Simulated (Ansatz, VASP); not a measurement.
One calculation of Rb3HS, two programs

```
CELL_PARAMETERS angstrom
5.74000 0.00000 0.00000
0.00000 5.74000 0.00000
0.00000 0.00000 5.74000
ATOMIC_POSITIONS crystal
S 0.00000 0.00000 0.00000
H 0.50000 0.50000 0.50000
Rb 0.50000 0.50000 0.00000
Rb 0.50000 0.00000 0.50000
Rb 0.00000 0.50000 0.50000
```

Alike in both runs: task single point; functional PBEsol; k mesh 4 × 4 × 4; occupations gaussian, width 0.05 eV; no spin polarisation.

```csv
,VASP,Ansatz
version,VASP 6.6.1,Ansatz 0.2.0
potentials or method,"VASP PAW PBE potentials, release 64 (S, H, Rb_sv), cutoff 520 eV","scalar-relativistic, plane waves, PAW"
valence electrons in the cell,34,34
```

|  | VASP | Ansatz | Ansatz less VASP |
| --- | --- | --- | --- |
| gap on the k mesh at the Fermi level (eV) | 1.86 | 1.86 | -0.001 |
| least direct gap on the mesh (eV) | 1.86 | 1.86 | -0.001 |
| pressure (GPa) | -2.4 | -2.4 | -0.01 |

VASP's potentials were made for PBE, not for PBEsol.
